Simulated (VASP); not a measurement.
Write the native input for VASP 6.6.1 that does the following.

```
Task                               : single point
Functional                         : r2SCANh
Potentials or basis                : VASP PAW PBE potentials, release 64 (Cd, Se)
Cutoff                             : 440 eV
k mesh                             : 2 × 2 × 2
Occupations                        : fermi-dirac, width 0.05 eV
Spin                               : no spin polarisation
Dipole correction                  : no
Grid for exact exchange (PRECFOCK) : Normal
Further INCAR settings             : ALGO = Normal; EDIFF = 1e-06; NBANDS = 16
```

The system is CdSe.

```
Cd Se
1.0
     0.00000    2.87396    2.87396
     2.87396    0.00000    2.87396
     2.87396    2.87396    0.00000
Cd Se
1 1
Direct
  0.00000 0.00000 0.00000
  0.50000 0.50000 0.50000
```

The input as run:

POSCAR

```
CdSe
1.0
    0.0000000000      2.8739600000      2.8739600000
    2.8739600000      0.0000000000      2.8739600000
    2.8739600000      2.8739600000      0.0000000000
Cd Se
1 1
Direct
    0.0000000000      0.0000000000      0.0000000000
    0.5000000000      0.5000000000      0.5000000000
```

INCAR.step1

```
SYSTEM = CdSe
PREC     = Accurate       ! precision mode
ENCUT    = 440            ! plane-wave cutoff, eV
EDIFF    = 1E-5           ! SCF threshold, eV
ISMEAR   = -1             ! smearing method
SIGMA    = 0.05           ! smearing width, eV
LREAL    = .FALSE.        ! projectors in reciprocal space
LASPH    = .TRUE.         ! aspherical terms in the spheres
NELM     = 120            ! most SCF steps
ALGO     = Normal         ! electronic algorithm
ISIF     = 2              ! what is computed and relaxed
LWAVE    = .TRUE.         ! write WAVECAR
LCHARG   = .FALSE.        ! write CHGCAR
NBANDS   = 16             ! bands
GGA      = PE             ! functional
GGA_COMPAT= .FALSE.
```

INCAR.step2

```
SYSTEM = CdSe
PREC     = Accurate       ! precision mode
ENCUT    = 440            ! plane-wave cutoff, eV
EDIFF    = 1E-6           ! SCF threshold, eV
ISMEAR   = -1             ! smearing method
SIGMA    = 0.05           ! smearing width, eV
LREAL    = .FALSE.        ! projectors in reciprocal space
LASPH    = .TRUE.         ! aspherical terms in the spheres
NELM     = 120            ! most SCF steps
ALGO     = Normal         ! electronic algorithm
ISIF     = 2              ! what is computed and relaxed
LWAVE    = .FALSE.        ! write WAVECAR
LCHARG   = .FALSE.        ! write CHGCAR
METAGGA  = R2SCAN         ! meta-GGA
LHFCALC  = .TRUE.         ! exact exchange
AEXX     = 0.1            ! exact-exchange fraction
LMIXTAU  = .TRUE.       
PRECFOCK = Normal       
NBANDS   = 16             ! bands
ISTART   = 1            
GGA_COMPAT= .FALSE.
```

KPOINTS

```
Automatic mesh
0
G
  2 2 2
  0 0 0
```

Potentials or basis: VASP PAW PBE potentials, release 64 (Cd, Se).

Launch:

```bash
$ cat potpaw_PBE.64/Cd/POTCAR potpaw_PBE.64/Se/POTCAR > POTCAR
$ cp INCAR.step1 INCAR
$ mpirun -np 1 vasp_std > vasp.out
$ cp INCAR.step2 INCAR
$ mpirun -np 1 vasp_std > vasp.out
```

It gave:

```
Pressure               : 3.9 GPa
Band gap on the k mesh : 0.34 eV, indirect (least direct gap 1.76 eV)
```

Caveat: the k points lie up to 0.95 Å⁻¹ apart; the PAW data sets were made with another functional, which shifts forces and pressure a little.

Run time: 76 s on 1 thread of Intel Xeon 6975P-C, with other jobs on the host, peak memory 0.17 GiB.
